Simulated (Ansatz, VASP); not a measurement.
**AlGa3Sb4: VASP beside Ansatz**

```
CELL_PARAMETERS angstrom
4.39828 0.00000 0.00000
0.00000 4.39828 0.00000
0.00000 0.00000 12.42136
ATOMIC_POSITIONS crystal
Al 0.00000 0.00000 0.50000
Ga 0.00000 0.00000 0.00000
Ga 0.50000 0.50000 0.24957
Ga 0.50000 0.50000 0.75043
Sb 0.50000 0.00000 0.12481
Sb 0.00000 0.50000 0.37479
Sb 0.50000 0.00000 0.62521
Sb 0.00000 0.50000 0.87519
```

Alike in both runs: functional PBE; k mesh 8 × 8 × 4; occupations gaussian, width 0.1 eV; no spin polarisation.

Ansatz relaxed the structure, and its values are those at the end. VASP's run is a single point on that final structure, the one shown.

|  | VASP | Ansatz |
| --- | --- | --- |
| version | VASP 6.6.1 | Ansatz 0.2.0 |
| potentials or method | VASP PAW PBE potentials, release 64 (Al, Ga_d, Sb), cutoff 520 eV | scalar-relativistic, plane waves, PAW |
| valence electrons in the cell | 62 | 102 |

|  | VASP | Ansatz | Ansatz less VASP |
| --- | --- | --- | --- |
| gap on the k mesh at the Fermi level (eV) | none | none | - |
| pressure (GPa) | 0.1 | 0.0 | -0.09 |

A gap of «none» marks a metal or a gap that the smearing closes. VASP's potentials hold 62 valence electrons a cell and Ansatz's 102, so a difference there can come from the potentials and not from the codes.

Neither program's run includes spin-orbit coupling.
